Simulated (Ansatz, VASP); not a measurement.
**CuSb3 in VASP and in Ansatz**

File INCAR:

```
PREC = Accurate
ENCUT = 600
EDIFF = 1E-6
ISMEAR = 0
SIGMA = 0.1
LREAL = False
LASPH = True
NELM = 60
ALGO = Normal
ISIF = 3
LWAVE = False
LCHARG = False
GGA = PE
IBRION = 2
NSW = 90
EDIFFG = -0.04
```

KPOINTS

```
Automatic mesh
0
Gamma
  3 3 4
```

Contents of POSCAR:

```
CuSb3
1.0
    6.5520540396      0.0000000000      0.0000000000
   -3.2760270198      5.6742452453      0.0000000000
    0.0000000000      0.0000000000      5.2590342984
Cu Sb
2 6
Direct
    0.3333333333      0.6666666667      0.2500000000
    0.6666666667      0.3333333333      0.7500000000
    0.8330000000      0.6660000000      0.2500000000
    0.1670000000      0.8330000000      0.7500000000
    0.3340000000      0.1670000000      0.2500000000
    0.1670000000      0.3340000000      0.7500000000
    0.8330000000      0.1670000000      0.2500000000
    0.6660000000      0.8330000000      0.7500000000
```

Input for Ansatz:

```yaml
crystal:
  lattice:
    - [6.5520540396, 0.0, 0.0]
    - [-3.2760270198, 5.6742452453, 0.0]
    - [0.0, 0.0, 5.2590342984]
  atoms:
    - { symbol: Cu, position: [0.3333333333, 0.6666666667, 0.25] }
    - { symbol: Cu, position: [0.6666666667, 0.3333333333, 0.75] }
    - { symbol: Sb, position: [0.833, 0.666, 0.25] }
    - { symbol: Sb, position: [0.167, 0.833, 0.75] }
    - { symbol: Sb, position: [0.334, 0.167, 0.25] }
    - { symbol: Sb, position: [0.167, 0.334, 0.75] }
    - { symbol: Sb, position: [0.833, 0.167, 0.25] }
    - { symbol: Sb, position: [0.666, 0.833, 0.75] }
basis:
  ecutwfc: 420
kpoints:
  mp_grid: { grid: [3, 3, 4] }
hamiltonian:
  xc: pbe
scf:
  occupations: { method: gaussian, width: 0.1 }
  lower_state_search: "off"
output:
  forces: true
  stress: true
  eigenvalues: true
relax:
  adjacent_minimum: "off"
  f_tol: 0.04
  max_steps: 70
  cell: { stress_tol: 0.4 }
```

Alike in both runs: task relaxation of cell and atoms; functional PBE; k mesh 3 × 3 × 4; occupations gaussian, width 0.1 eV; no spin polarisation.

```csv
,VASP,Ansatz
version,VASP 6.6.1,Ansatz 0.2.0
potentials or method,"VASP PAW PBE potentials, release 64 (Cu, Sb), cutoff 600 eV","scalar-relativistic, plane waves, PAW"
valence electrons in the cell,52,128
```

VASP gave:

| Quantity | Value |
| --- | --- |
| gap on the k mesh at the Fermi level, each at its own relaxed structure (eV) | none |
| relaxed volume (Å³/atom) | 26.09 |
| relaxed length of the cell vector where the two differ most in proportion (Å) | 3.891 |

Which values does Ansatz return?

gap on the k mesh at the Fermi level, each at its own relaxed structure (eV): none; relaxed volume (Å³/atom): 26.35; relaxed length of the cell vector where the two differ most in proportion (Å): 3.907.

A gap of «none» marks a metal or a gap that the smearing closes. VASP's potentials hold 52 valence electrons a cell and Ansatz's 128, so a difference there can come from the potentials and not from the codes.

The k mesh is coarse, so the values compare programs but aren't converged. Neither program's run includes spin-orbit coupling.
